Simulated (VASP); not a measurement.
# GaAs (F-43m) in VASP: single point with LDA

Aim: the single point of GaAs with LDA.

Everything below comes from runs of VASP 6.6.1. Logs are shortened: lines on timing, memory, paths and dates and some standing lists are left out, and cuts for length are marked.

## 1. The cell of the first run

It takes space group F-43m (No. 216, cubic). The conventional cell has a = 5.619 Å, b = 5.619 Å, c = 5.619 Å, α = 90.00°, β = 90.00°, γ = 90.00°. Within 3.2 Å of Ga (site symmetry -43m) lie 4 As at 2.43 Å. Within 3.2 Å of As (site symmetry -43m) lie 4 Ga at 2.43 Å.

## 2. Single point, LDA (functional LDA, strained)

INCAR reads:

```
PREC = Accurate
ENCUT = 520
EDIFF = 1E-6
ISMEAR = 0
SIGMA = 0.05
LREAL = F
LASPH = T
NELM = 80
ALGO = Normal
ISIF = 2
LWAVE = F
LCHARG = F
NBANDS = 16
```

KPOINTS reads:

```
Automatic mesh
0
Gamma
  12 12 12
```

POSCAR reads:

```
GaAs
1.0
    0.0000000000      2.8096910205      2.8096910205
    2.8096910205      0.0000000000      2.8096910205
    2.8096910205      2.8096910205      0.0000000000
Ga As
1 1
Direct
    0.0000000000      0.0000000000      0.0000000000
    0.7500000000      0.7500000000      0.7500000000
```

Potentials or basis: VASP PAW LDA potentials, release 64 (Ga_d, As).

The run is started by

```sh
> cat potpaw_LDA.64/Ga_d/POTCAR potpaw_LDA.64/As/POTCAR > POTCAR
> mpirun -np 1 vasp_std > vasp.out
```

OUTCAR:

```text
PREC = Accurate
   ENCUT = 520
   EDIFF = 1E-6
   ISMEAR = 0
   LREAL = F
   LASPH = T
   NELM = 80
   ISIF = 2

 ion  position               nearest neighbor table
   1  0.000  0.000  0.000-   2 2.43   2 2.43   2 2.43   2 2.43
   2  0.750  0.750  0.750-   1 2.43   1 2.43   1 2.43   1 2.43

  LATTYP: Found a face centered cubic cell.
 ALAT       =     5.6193820410

  Lattice vectors:

 A1 = (   0.0000000000,   2.8096910205,   2.8096910205)
 A2 = (   2.8096910205,   0.0000000000,   2.8096910205)
 A3 = (   2.8096910205,   2.8096910205,   0.0000000000)

Analysis of symmetry for initial positions (statically):
=====================================================================
 Subroutine PRICEL returns:
 Original cell was already a primitive cell.

 Routine SETGRP: Setting up the symmetry group for a
 face centered cubic supercell.

 Subroutine GETGRP returns: Found 24 space group operations
 (whereof 24 operations were pure point group operations)
 out of a pool of 48 trial point group operations.

The static configuration has the point symmetry T_d .

Analysis of symmetry for dynamics (positions and initial velocities):
=====================================================================
 Subroutine PRICEL returns:
 Original cell was already a primitive cell.

 Routine SETGRP: Setting up the symmetry group for a
 face centered cubic supercell.

 Subroutine GETGRP returns: Found 24 space group operations
 (whereof 24 operations were pure point group operations)
 out of a pool of 48 trial point group operations.

The dynamic configuration has the point symmetry T_d .

 Subroutine INISYM returns: Found 24 space group operations
 (whereof 24 operations are pure point group operations),
 and found     1 'primitive' translations

----------------------------------------------------------------------------------------

                                     Primitive cell

  volume of cell :      44.3614

  direct lattice vectors                    reciprocal lattice vectors
     0.000000000  2.809691020  2.809691020    -0.177955511  0.177955511  0.177955511
     2.809691020  0.000000000  2.809691020     0.177955511 -0.177955511  0.177955511
     2.809691020  2.809691020  0.000000000     0.177955511  0.177955511 -0.177955511

  length of vectors
     3.973503147  3.973503147  3.973503147     0.308227986  0.308227986  0.308227986

[... 73 lines left out ...]
   ICHARG =      2    charge: 1-file 2-atom 10-const
   ISPIN  =      1    spin polarized calculation?
   LNONCOLLINEAR =      F non collinear calculations
   LSORBIT =      F    spin-orbit coupling
   LASPH  =      T    aspherical Exc in radial PAW
   ENCUT  =  520.0 eV  38.22 Ry    6.18 a.u.   7.39  7.39  7.39*2*pi/ulx,y,z
   NELM   =     80;   NELMIN=  2; NELMDL= -5     # of ELM steps
   EDIFF  = 0.1E-05   stopping-criterion for ELM
   LREAL  =      F    real-space projection
   EDIFFG = 0.1E-04   stopping-criterion for IOM
   NSW    =      0    number of steps for IOM
   IBRION =     -1    ionic relax: 0-MD 1-quasi-New 2-CG
   NFREE  =      0    steps in history (QN), initial steepest desc. (CG)
   ISIF   =      2    stress and relaxation
   ISYM   =      2    0-nonsym 1-usesym 2-fastsym
   POTIM  = 0.5000    time-step for ionic-motion
   TEBEG  =    0.0;   TEEND  =   0.0 temperature during run
   PSTRESS=    0.0 pullay stress
   NELECT =      18.0000    total number of electrons
   NUPDOWN=      -1.0000    fix difference up-down
   EMIN   =  10.00;   EMAX   =-10.00  energy-range for DOS
   EFERMI =   0.00;   METHOD = LEGACY
   ISMEAR =     0;   SIGMA  =   0.05  broadening in eV -4-tet -1-fermi 0-gaus
   EFERMI_NEDOS =   21; number of points for ismear=-14 and -15
   IALGO  =     38    algorithm
   IMIX   =      4    mixing-type and parameters
     AMIX     =   0.40;   BMIX     =  1.00
     AMIX_MAG =   1.60;   BMIX_MAG =  1.00
  volume/ion in A,a.u.               =      22.18       149.68
  Fermi-wavevector in a.u.,A,eV,Ry     =   1.211985  2.290319 19.985689  1.468907
  Thomas-Fermi vector in A             =   2.347483
   LORBIT       =      0    0 simple, 1 ext, 2 COOP (PROOUT), +10 PAW based schemes
   GGA     = CA    functional components
   LHFCALC =     F    Hartree Fock is set to
   AEXX    =    0.0000 exact exchange contribution
   IVDW    =     0    specifies the selected vdW correction
   LEPSILON=     F    determine dielectric tensor
   LRPA    =     F    only Hartree local field effects (RPA)
 non-spin polarized calculation
 Gauss-broadening in eV      SIGMA  =   0.05
  energy-cutoff  :      520.00
  volume of cell :       44.36
 maximum number of plane-waves:      1243
 NGX is ok and might be reduce to    30
   NGX = 15   NGY = 15   NGZ = 15

 number of electron      18.0000009 magnetization

 Free energy of the ion-electron system (eV)
  ---------------------------------------------------
  ext. energy  EPLUGINS =         0.00000000
  ---------------------------------------------------
  free energy    TOTEN  =        -9.64202854 eV

  energy without entropy =       -9.64202854  energy(sigma->0) =       -9.64202854

 E-fermi :   4.2117     XC(G=0):  -9.9934

 val. band max:        3.9757691021   @ k =   0.0000   0.0000   0.0000
 cond. band min:       4.4460082352   @ k =   0.0000   0.0000   0.0000
 fundamental gap:      0.4702391331
 Fermi energy:         4.2116731894

 k-point     1 :       0.0000    0.0000    0.0000
  band No.  band energies     occupation
      1     -10.9852      2.00000
      2     -10.9852      2.00000
      3     -10.9852      2.00000
      4     -10.9025      2.00000
      5     -10.9025      2.00000
      6      -8.9208      2.00000
[... 433 lines left out ...]
      3     -10.9573      2.00000
      4     -10.9035      2.00000
      5     -10.8997      2.00000
      6      -6.9062      2.00000
[... 8 lines left out ...]
     15      14.3756      0.00000
     16      15.0423      0.00000

 [... further k-points ...]
[... 5 lines left out ...]
  --------------------------------------------------------------------------------------
  -------------------------------------------------------------------------------------
  Total       -0.0888066     -0.0888066     -0.0888066      0.0000000      0.0000000      0.0000000
  in kB       -3.2073782     -3.2073782     -3.2073782      0.0000000      0.0000000      0.0000000
  external PRESSURE =      -3.2073782 kB  Pullay stress =       0.0000000 kB

 VOLUME and BASIS-vectors are now :
 -----------------------------------------------------------------------------
  energy-cutoff  :      520.00
  volume of cell :       44.36
      direct lattice vectors                 reciprocal lattice vectors
     0.000000000  2.809691020  2.809691020    -0.177955511  0.177955511  0.177955511
     2.809691020  0.000000000  2.809691020     0.177955511 -0.177955511  0.177955511
     2.809691020  2.809691020  0.000000000     0.177955511  0.177955511 -0.177955511

 POSITION                                       TOTAL-FORCE (eV/Angst)
 -----------------------------------------------------------------------------------
      0.00000      0.00000      0.00000         0.000000      0.000000      0.000000
      4.21454      4.21454      4.21454        -0.000000     -0.000000     -0.000000
 -----------------------------------------------------------------------------------
    total drift:                                0.000001      0.000001      0.000000

  FREE ENERGIE OF THE ION-ELECTRON SYSTEM (eV)
  ---------------------------------------------------
  free  energy   TOTEN  =        -9.6420285423 eV

  energy  without entropy=       -9.6420285423  energy(sigma->0) =       -9.64202854
```

Wall time 61 s (1 thread of Intel Xeon 8259CL, shared host); peak memory 0.19 GiB.

Results:

- Free energy: -9.6420 eV
- Pressure: -0.3 GPa
- Band gap on the k mesh: 0.47 eV, direct

Caveat: the cell differs from its parent crystal (functional LDA, strained).
